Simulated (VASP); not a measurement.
# WSe2 in VASP: settings compared

WSe2 is run at these levels: PBEsol, LDA; tasks: single point.

Program: VASP 6.6.1. These are calculated values, not measurements. Logs are shortened: lines on timing, memory, paths and dates and some standing lists are left out, and cuts for length are marked.

## (1) The cell of the first run

The cell holds a slab with vacuum, 27 atoms: a = 3.271 Å, b = 3.271 Å, c = 71.231 Å, α = 90.00°, β = 90.00°, γ = 120.00°.

## (2) Single point, PBEsol (atoms taken out)

Contents of INCAR:

```
SYSTEM = WSe2
PREC = Accurate
ENCUT = 520
EDIFF = 1E-7
ISMEAR = 0
SIGMA = 0.05
LREAL = Auto
LASPH = .TRUE.
NELM = 80
ALGO = Normal
ISIF = 2
LWAVE = .FALSE.
LCHARG = .FALSE.
LDIPOL = .TRUE.
IDIPOL = 3
DIPOL = 0.5 0.5 0.500
GGA = PS
NBANDS = 136
KPAR = 4
```

Contents of KPOINTS:

```
regular mesh
0
G
  9 9 1
  0 0 0
```

Contents of POSCAR:

```
WSe2
1.0
    3.2711504003      0.0000000000      0.0000000000
   -1.6355752001      2.8328993462      0.0000000000
    0.0000000000      0.0000000000     71.2305124364
Se W
18 9
Direct
    0.3333333333      0.6666666667      0.1052919563
    0.3333333333      0.6666666667      0.1522920223
    0.6666666667      0.3333333333      0.1980939589
    0.6666666667      0.3333333333      0.2450940250
    0.3333333333      0.6666666667      0.2908959616
    0.3333333333      0.6666666667      0.3378960276
    0.6666666667      0.3333333333      0.3836979643
    0.6666666667      0.3333333333      0.4306980303
    0.3333333333      0.6666666667      0.4764999670
    0.3333333333      0.6666666667      0.5235000330
    0.6666666667      0.3333333333      0.5693019697
    0.6666666667      0.3333333333      0.6163020357
    0.3333333333      0.6666666667      0.6621039724
    0.3333333333      0.6666666667      0.7091040384
    0.6666666667      0.3333333333      0.7549059750
    0.6666666667      0.3333333333      0.8019060411
    0.3333333333      0.6666666667      0.8477079777
    0.3333333333      0.6666666667      0.8947080437
    0.6666666667      0.3333333333      0.1287919893
    0.3333333333      0.6666666667      0.2215939920
    0.6666666667      0.3333333333      0.3143959946
    0.3333333333      0.6666666667      0.4071979973
    0.6666666667      0.3333333333      0.5000000000
    0.3333333333      0.6666666667      0.5928020027
    0.6666666667      0.3333333333      0.6856040054
    0.3333333333      0.6666666667      0.7784060080
    0.6666666667      0.3333333333      0.8712080107
```

Potentials or basis: VASP PAW PBE potentials, release 64 (Se, W_sv).

Launch:

```console
$ cat potpaw_PBE.64/Se/POTCAR potpaw_PBE.64/W_sv/POTCAR > POTCAR
$ mpirun -np 4 vasp_std > vasp.out
```

OUTCAR:

```text
SYSTEM = WSe2
   PREC = Accurate
   ENCUT = 520
   EDIFF = 1E-7
   ISMEAR = 0
   LREAL = Auto
   LASPH = .TRUE.
   NELM = 80
   ISIF = 2
   GGA = PS

 ion  position               nearest neighbor table
   1  0.333  0.667  0.105-  19 2.52  19 2.52  19 2.52
   2  0.333  0.667  0.152-  19 2.52  19 2.52  19 2.52
   3  0.667  0.333  0.198-  20 2.52  20 2.52  20 2.52
   4  0.667  0.333  0.245-  20 2.52  20 2.52  20 2.52
   5  0.333  0.667  0.291-  21 2.52  21 2.52  21 2.52
   6  0.333  0.667  0.338-  21 2.52  21 2.52  21 2.52
[... 10 lines left out ...]
  17  0.333  0.667  0.848-  27 2.52  27 2.52  27 2.52
  18  0.333  0.667  0.895-  27 2.52  27 2.52  27 2.52
  19  0.667  0.333  0.129-   1 2.52   2 2.52   1 2.52   2 2.52   1 2.52   2 2.52
  20  0.333  0.667  0.222-   4 2.52   4 2.52   4 2.52   3 2.52   3 2.52   3 2.52
  21  0.667  0.333  0.314-   5 2.52   6 2.52   5 2.52   6 2.52   5 2.52   6 2.52
  22  0.333  0.667  0.407-   8 2.52   7 2.52   8 2.52   7 2.52   8 2.52   7 2.52
  23  0.667  0.333  0.500-   9 2.52  10 2.52   9 2.52  10 2.52   9 2.52  10 2.52
  24  0.333  0.667  0.593-  11 2.52  12 2.52  11 2.52  12 2.52  11 2.52  12 2.52
  25  0.667  0.333  0.686-  14 2.52  13 2.52  14 2.52  13 2.52  14 2.52  13 2.52
  26  0.333  0.667  0.778-  15 2.52  15 2.52  15 2.52  16 2.52  16 2.52  16 2.52
  27  0.667  0.333  0.871-  18 2.52  17 2.52  18 2.52  17 2.52  18 2.52  17 2.52

  LATTYP: Found a hexagonal cell.
 ALAT       =     3.2711504003
 C/A-ratio  =    21.7753706555

  Lattice vectors:

 A1 = (   3.2711504003,   0.0000000000,   0.0000000000)
 A2 = (  -1.6355752001,   2.8328993462,   0.0000000000)
 A3 = (   0.0000000000,   0.0000000000,  71.2305124364)

Analysis of symmetry for initial positions (statically):
=====================================================================
 Subroutine PRICEL returns:
 Original cell was already a primitive cell.

 Routine SETGRP: Setting up the symmetry group for a
 hexagonal supercell.

 Subroutine GETGRP returns: Found 12 space group operations
 (whereof 12 operations were pure point group operations)
 out of a pool of 24 trial point group operations.

The static configuration has the point symmetry D_3h.

Analysis of symmetry for dynamics (positions and initial velocities):
=====================================================================
 Subroutine PRICEL returns:
 Original cell was already a primitive cell.

 Routine SETGRP: Setting up the symmetry group for a
 hexagonal supercell.

 Subroutine GETGRP returns: Found 12 space group operations
 (whereof 12 operations were pure point group operations)
 out of a pool of 24 trial point group operations.

The dynamic configuration has the point symmetry D_3h.

 Subroutine INISYM returns: Found 12 space group operations
 (whereof 12 operations are pure point group operations),
 and found     1 'primitive' translations

----------------------------------------------------------------------------------------

                                     Primitive cell

  volume of cell :     660.0817

  direct lattice vectors                    reciprocal lattice vectors
     3.271150400  0.000000000  0.000000000     0.305702850  0.176497623  0.000000000
    -1.635575200  2.832899346  0.000000000     0.000000000  0.352995245  0.000000000
     0.000000000  0.000000000 71.230512436     0.000000000  0.000000000  0.014038928

  length of vectors
     3.271150400  3.271150400 71.230512436     0.352995245  0.352995245  0.014038928

  position of ions in fractional coordinates (direct lattice)
     0.333333333  0.666666667  0.105291956
     0.333333333  0.666666667  0.152292022
     0.666666667  0.333333333  0.198093959
     0.666666667  0.333333333  0.245094025
     0.333333333  0.666666667  0.290895962
     0.333333333  0.666666667  0.337896028
[... 19 lines left out ...]
     0.333333333  0.666666667  0.778406008
     0.666666667  0.333333333  0.871208011

  ion indices of the primitive-cell ions
   primitive index   ion index
                 1           1
                 2           2
                 3           3
                 4           4
                 5           5
                 6           6
[... 19 lines left out ...]
                26          26
                27          27

----------------------------------------------------------------------------------------

 KPOINTS: regular mesh

Automatic generation of k-mesh.
 Grid dimensions read from file:
 generate k-points for:    9    9    1

 Generating k-lattice:

  Cartesian coordinates                     Fractional coordinates (reciprocal lattice)
     0.033966983  0.019610847  0.000000000     0.111111111 -0.000000000  0.000000000
     0.000000000  0.039221694  0.000000000     0.000000000  0.111111111  0.000000000
     0.000000000  0.000000000  0.014038928     0.000000000  0.000000000  1.000000000

  Length of vectors
     0.039221694  0.039221694  0.014038928

  Shift w.r.t. Gamma in fractional coordinates (k-lattice)
     0.000000000  0.000000000  0.000000000

 Subroutine IBZKPT returns following result:
 ===========================================

 Found     12 irreducible k-points:

 Following reciprocal coordinates:
            Coordinates               Weight
  0.000000  0.000000  0.000000      1.000000
  0.111111 -0.000000  0.000000      6.000000
  0.222222  0.000000  0.000000      6.000000
  0.333333  0.000000  0.000000      6.000000
  0.444444  0.000000  0.000000      6.000000
  0.111111  0.111111  0.000000      6.000000
  0.222222  0.111111  0.000000     12.000000
  0.333333  0.111111  0.000000     12.000000
  0.444444  0.111111  0.000000      6.000000
  0.222222  0.222222  0.000000      6.000000
  0.333333  0.222222  0.000000     12.000000
  0.333333  0.333333  0.000000      2.000000
   k-points           NKPTS =     12   k-points in BZ     NKDIM =     12   number of bands    NBANDS=    136
   number of dos      NEDOS =    301   number of ions     NIONS =     27
   total plane-waves  NPLWV = 311040
   dimension x,y,z NGX =    24 NGY =   24 NGZ =  540
   dimension x,y,z NGXF=    48 NGYF=   48 NGZF= 1080
   ions per type =              18   9
   NGX,Y,Z   is equivalent  to a cutoff of  12.20, 12.20, 12.60 a.u.
   NGXF,Y,Z  is equivalent  to a cutoff of  24.39, 24.39, 25.21 a.u.
 SYSTEM =  WSe2
   PREC   = accura    normal or accurate (medium, high low for compatibility)
   ISTART =      0    job   : 0-new  1-cont  2-samecut
   ICHARG =      2    charge: 1-file 2-atom 10-const
   ISPIN  =      1    spin polarized calculation?
   LNONCOLLINEAR =      F non collinear calculations
   LSORBIT =      F    spin-orbit coupling
   LASPH  =      T    aspherical Exc in radial PAW
   ENCUT  =  520.0 eV  38.22 Ry    6.18 a.u.   6.08  6.08132.44*2*pi/ulx,y,z
   NELM   =     80;   NELMIN=  2; NELMDL= -5     # of ELM steps
   EDIFF  = 0.1E-06   stopping-criterion for ELM
   LREAL  =      T    real-space projection
   EDIFFG = 0.1E-05   stopping-criterion for IOM
   NSW    =      0    number of steps for IOM
   IBRION =     -1    ionic relax: 0-MD 1-quasi-New 2-CG
   NFREE  =      0    steps in history (QN), initial steepest desc. (CG)
   ISIF   =      2    stress and relaxation
   ISYM   =      2    0-nonsym 1-usesym 2-fastsym
   POTIM  = 0.5000    time-step for ionic-motion
   TEBEG  =    0.0;   TEEND  =   0.0 temperature during run
   PSTRESS=    0.0 pullay stress
   NELECT =     234.0000    total number of electrons
   NUPDOWN=      -1.0000    fix difference up-down
   EMIN   =  10.00;   EMAX   =-10.00  energy-range for DOS
   EFERMI =   0.00;   METHOD = LEGACY
   ISMEAR =     0;   SIGMA  =   0.05  broadening in eV -4-tet -1-fermi 0-gaus
   EFERMI_NEDOS =   21; number of points for ismear=-14 and -15
   IALGO  =     38    algorithm
   IMIX   =      4    mixing-type and parameters
     AMIX     =   0.40;   BMIX     =  1.00
     AMIX_MAG =   1.60;   BMIX_MAG =  1.00
  volume/ion in A,a.u.               =      24.45       164.98
  Fermi-wavevector in a.u.,A,eV,Ry     =   1.158637  2.189507 18.265013  1.342441
  Thomas-Fermi vector in A             =   2.295238
   LORBIT       =      0    0 simple, 1 ext, 2 COOP (PROOUT), +10 PAW based schemes
   GGA     = PS    functional components
   LHFCALC =     F    Hartree Fock is set to
   AEXX    =    0.0000 exact exchange contribution
   IVDW    =     0    specifies the selected vdW correction
   LEPSILON=     F    determine dielectric tensor
   LRPA    =     F    only Hartree local field effects (RPA)
 non-spin polarized calculation
 Gauss-broadening in eV      SIGMA  =   0.05
  energy-cutoff  :      520.00
  volume of cell :      660.08
 maximum number of plane-waves:     17946
   NGX = 13   NGY = 13   NGZ =265

 dipolmoment           0.000000      0.000000      0.000000 electrons x Angstroem

 number of electron     233.9999986 magnetization

 dipolmoment           0.000000      0.000000     -0.000000 electrons x Angstroem

 Free energy of the ion-electron system (eV)
  ---------------------------------------------------
  ext. energy  EPLUGINS =         0.00000000
  ---------------------------------------------------
  free energy    TOTEN  =      -209.44569587 eV

  energy without entropy =     -209.44569587  energy(sigma->0) =     -209.44569587

 E-fermi :   4.5110     XC(G=0):  -9.1783

 val. band max:        4.1521210486   @ k =   0.0000   0.0000   0.0000
 cond. band min:       5.3161264718   @ k =   0.2222   0.1111   0.0000
 fundamental gap:      1.1640054232
 Fermi energy:         4.5110228660

 k-point     1 :       0.0000    0.0000    0.0000
  band No.  band energies     occupation
      1     -70.0103      2.00000
      2     -70.0103      2.00000
      3     -70.0103      2.00000
      4     -70.0103      2.00000
      5     -70.0103      2.00000
      6     -70.0102      2.00000
[... 121 lines left out ...]
    128       6.9807      0.00000
    129       6.9815      0.00000

 k-point     2 :       0.1111   -0.0000    0.0000
  band No.  band energies     occupation
      1     -70.0090      2.00000
      2     -70.0090      2.00000
      3     -70.0089      2.00000
      4     -70.0089      2.00000
      5     -70.0089      2.00000
      6     -70.0089      2.00000
[... 1441 lines left out ...]
    128       6.2512      0.00000
    129       6.3608      0.00000
 [bands above 129 left out]

------------------------ aborting loop because EDIFF is reached ----------------------------------------

 vacuum level on the upper side and lower side of the slab       (xc-potential included)        -0.086        -0.086

  FORCE on cell =-STRESS in cart. coord.  units (eV):
  Direction    XX          YY          ZZ          XY          YZ          ZX
  --------------------------------------------------------------------------------------
  -------------------------------------------------------------------------------------
  Total        1.1335750      1.1335750      1.8263252      0.0000000      0.0000000     -0.0000000
  in kB        2.7514595      2.7514595      4.4329311      0.0000000      0.0000000     -0.0000000
  external PRESSURE =       3.3119500 kB  Pullay stress =       0.0000000 kB

 VOLUME and BASIS-vectors are now :
 -----------------------------------------------------------------------------
  energy-cutoff  :      520.00
  volume of cell :      660.08
      direct lattice vectors                 reciprocal lattice vectors
     3.271150400  0.000000000  0.000000000     0.305702850  0.176497623  0.000000000
    -1.635575200  2.832899346  0.000000000     0.000000000  0.352995245  0.000000000
     0.000000000  0.000000000 71.230512436     0.000000000  0.000000000  0.014038928

 POSITION                                       TOTAL-FORCE (eV/Angst)
 -----------------------------------------------------------------------------------
     -0.00000      1.88860      7.50000         0.000000     -0.000000     -0.041422
     -0.00000      1.88860     10.84784         0.000000      0.000000      0.081297
      1.63558      0.94430     14.11033        -0.000000     -0.000000     -0.066299
      1.63558      0.94430     17.45817         0.000000     -0.000000      0.062014
     -0.00000      1.88860     20.72067         0.000000     -0.000000     -0.047269
     -0.00000      1.88860     24.06851         0.000000      0.000000      0.071719
[... 19 lines left out ...]
     -0.00000      1.88860     55.44626        -0.000000      0.000000     -0.001499
      1.63558      0.94430     62.05659         0.000000      0.000000      0.037208
 -----------------------------------------------------------------------------------
    total drift:                               -0.000000      0.000000      0.000000

  FREE ENERGIE OF THE ION-ELECTRON SYSTEM (eV)
  ---------------------------------------------------
  free  energy   TOTEN  =      -209.4456958730 eV

  energy  without entropy=     -209.4456958730  energy(sigma->0) =     -209.44569587

 vacuum level on the upper side and lower side of the slab         9.009         9.009
```

Run time: 13 min. Hardware: 4 MPI ranks of Intel Xeon Platinum 8259CL at 2.50GHz (Skylake/Cascade Lake), shared host; peak memory 1.1 GiB.

Results:

| Property | Result |
| --- | --- |
| Free energy | -209.4457 eV |
| Largest force | 0.081 eV/Å |
| Band gap on the k mesh | 1.16 eV (least direct gap 1.60 eV) |

Forces in eV/Å, atoms in the order of the input:
```
Se   0.000  0.000 -0.041
Se   0.000  0.000  0.081
Se   0.000  0.000 -0.066
Se   0.000  0.000  0.062
Se   0.000  0.000 -0.047
Se   0.000  0.000  0.072
Se   0.000  0.000 -0.056
Se   0.000  0.000  0.054
Se   0.000  0.000 -0.065
Se   0.000  0.000  0.065
Se   0.000  0.000 -0.054
Se   0.000  0.000  0.056
Se   0.000  0.000 -0.072
Se   0.000  0.000  0.047
Se   0.000  0.000 -0.062
Se   0.000  0.000  0.066
Se   0.000  0.000 -0.081
Se   0.000  0.000  0.041
W    0.000  0.000 -0.037
W    0.000  0.000  0.001
W    0.000  0.000  0.004
W    0.000  0.000  0.003
W    0.000  0.000  0.000
W    0.000  0.000 -0.003
W    0.000  0.000 -0.004
W    0.000  0.000 -0.001
W    0.000  0.000  0.037
```

Caveat: the cell differs from its parent crystal (atoms taken out); the PAW data sets were made with another functional, which shifts forces and pressure a little; spin-orbit coupling is left out, which moves the levels of the heavy elements.

## (3) Single point, PBEsol

This run uses another cell than the first one: it holds 15 atoms, not 27.

Contents of INCAR:

```
  ALGO = Normal
  DIPOL = 0.5 0.5 0.500
  EDIFF = 1E-6
  ENCUT = 520
  GGA = PS
  IDIPOL = 3
  ISIF = 2
  ISMEAR = 1
  LASPH = T
  LCHARG = F
  LDIPOL = T
  LREAL = Auto
  LWAVE = F
  NBANDS = 78
  NELM = 60
  PREC = Accurate
  SIGMA = 0.2
```

Contents of KPOINTS:

```
k-points
0
Gamma
  9 9 1
```

Contents of POSCAR:

```
WSe2
1.0
    3.2711504003      0.0000000000      0.0000000000
   -1.6355752001      2.8328993462      0.0000000000
    0.0000000000      0.0000000000     44.7891756116
Se W
10 5
Direct
    0.3333333333      0.6666666667      0.1674511731
    0.3333333333      0.6666666667      0.2421977774
    0.6666666667      0.3333333333      0.3150389355
    0.6666666667      0.3333333333      0.3897855398
    0.3333333333      0.6666666667      0.4626266978
    0.3333333333      0.6666666667      0.5373733022
    0.6666666667      0.3333333333      0.6102144602
    0.6666666667      0.3333333333      0.6849610645
    0.3333333333      0.6666666667      0.7578022226
    0.3333333333      0.6666666667      0.8325488269
    0.6666666667      0.3333333333      0.2048244753
    0.3333333333      0.6666666667      0.3524122376
    0.6666666667      0.3333333333      0.5000000000
    0.3333333333      0.6666666667      0.6475877624
    0.6666666667      0.3333333333      0.7951755247
```

Potentials or basis: VASP PAW PBE potentials, release 64 (Se, W_sv).

Launch:

```console
$ cat potpaw_PBE.64/Se/POTCAR potpaw_PBE.64/W_sv/POTCAR > POTCAR
$ mpirun -np 1 vasp_std > vasp.out
```

It took 16 min on 1 thread of Oxide Virtual Turin-like, shared host; peak memory 0.55 GiB.

The run converged. Its results:

* Free energy: -116.3399 eV
* Largest force: 0.091 eV/Å
* Band gap on the k mesh: 1.22 eV (least direct gap 1.60 eV)

Forces on the atoms (eV/Å):
```
Se   0.000  0.000 -0.034
Se   0.000  0.000  0.060
Se   0.000  0.000 -0.091
Se   0.000  0.000  0.067
Se   0.000  0.000 -0.069
Se   0.000  0.000  0.069
Se   0.000  0.000 -0.067
Se   0.000  0.000  0.091
Se   0.000  0.000 -0.060
Se   0.000  0.000  0.034
W    0.000  0.000 -0.030
W    0.000  0.000  0.001
W    0.000  0.000  0.000
W    0.000  0.000 -0.001
W    0.000  0.000  0.030
```

Levels at points of the mesh, in eV from the valence-band top:
```csv
k point,band 63,band 64,band 65,band 66,band 67,band 68
"(0.00, 0.00, 0.00)",-0.28,-0.10,0.00,2.83,2.83,2.84
```

Caveat: the PAW data sets were made with another functional, which shifts forces and pressure a little; spin-orbit coupling is left out, which moves the levels of the heavy elements.

## (4) Single point, LDA

This run uses another cell than the first one: it holds 15 atoms, not 27.

Contents of INCAR:

```
SYSTEM = WSe2
  ALGO = Normal
  DIPOL = 0.5 0.5 0.500
  EDIFF = 1E-6
  ENCUT = 520
  IDIPOL = 3
  ISIF = 2
  ISMEAR = 0
  LASPH = .TRUE.
  LCHARG = .FALSE.
  LDIPOL = .TRUE.
  LREAL = Auto
  LWAVE = .FALSE.
  NBANDS = 78
  NELM = 80
  PREC = Accurate
  SIGMA = 0.05
```

Contents of KPOINTS:

```
k-points
0
G
  9 9 1
  0 0 0
```

POSCAR is that of step 3.

Potentials or basis: VASP PAW LDA potentials, release 64 (Se, W_sv).

Launch:

```console
$ cat potpaw_LDA.64/Se/POTCAR potpaw_LDA.64/W_sv/POTCAR > POTCAR
$ mpirun -np 1 vasp_std > vasp.out
```

Wall time 13 min (1 thread of Oxide Virtual Turin-like, shared host); peak memory 0.45 GiB.

The run converged. Its results:

```
Free energy            : -121.0661 eV
Largest force          : 0.226 eV/Å
Band gap on the k mesh : 1.19 eV (least direct gap 1.61 eV)
```

Forces in eV/Å, atoms in the order of the input:
```
Se   0.000  0.000  0.226
Se   0.000  0.000 -0.137
Se   0.000  0.000  0.107
Se   0.000  0.000 -0.127
Se   0.000  0.000  0.127
Se   0.000  0.000 -0.127
Se   0.000  0.000  0.127
Se   0.000  0.000 -0.107
Se   0.000  0.000  0.137
Se   0.000  0.000 -0.226
W    0.000  0.000 -0.029
W    0.000  0.000 -0.002
W    0.000  0.000  0.000
W    0.000  0.000  0.002
W    0.000  0.000  0.029
```

Levels at points of the mesh, in eV from the valence-band top:
```tsv
k point	band 62	band 63	band 64	band 65	band 66	band 67	band 68	band 69
(0.00, 0.00, 0.00)	-0.57	-0.29	-0.10	0.00	2.81	2.81	2.82	2.82
```

Caveat: spin-orbit coupling is left out, which moves the levels of the heavy elements.

## (5) Overview

```tsv
level	potentials or basis	cell	smearing	gap on the mesh (eV)	largest force (eV/Å)
PBEsol	VASP PAW PBE potentials, release 64 (Se, W_sv)	a = 3.271, b = 3.271, c = 71.231 Å, angles 90.0, 90.0, 120.0°, 27 atoms, atomic positions A	gaussian 0.05 eV	1.16	0.08
PBEsol	VASP PAW PBE potentials, release 64 (Se, W_sv)	a = 3.271, b = 3.271, c = 44.789 Å, angles 90.0, 90.0, 120.0°, 15 atoms, atomic positions B	methfessel-paxton 0.2 eV	1.22	0.09
LDA	VASP PAW LDA potentials, release 64 (Se, W_sv)	a = 3.271, b = 3.271, c = 44.789 Å, angles 90.0, 90.0, 120.0°, 15 atoms, atomic positions B	gaussian 0.05 eV	1.19	0.23
```

Alike in all rows: task single point; no spin polarisation; k mesh 9 × 9 × 1; cutoff (eV) 520.

Caveats: spin-orbit coupling is left out, which moves the levels of the heavy elements; the PAW data sets were made with another functional, which shifts forces and pressure a little (at least some runs).

Total energies depend on the potentials used, so only differences within one code and one set of settings carry meaning.
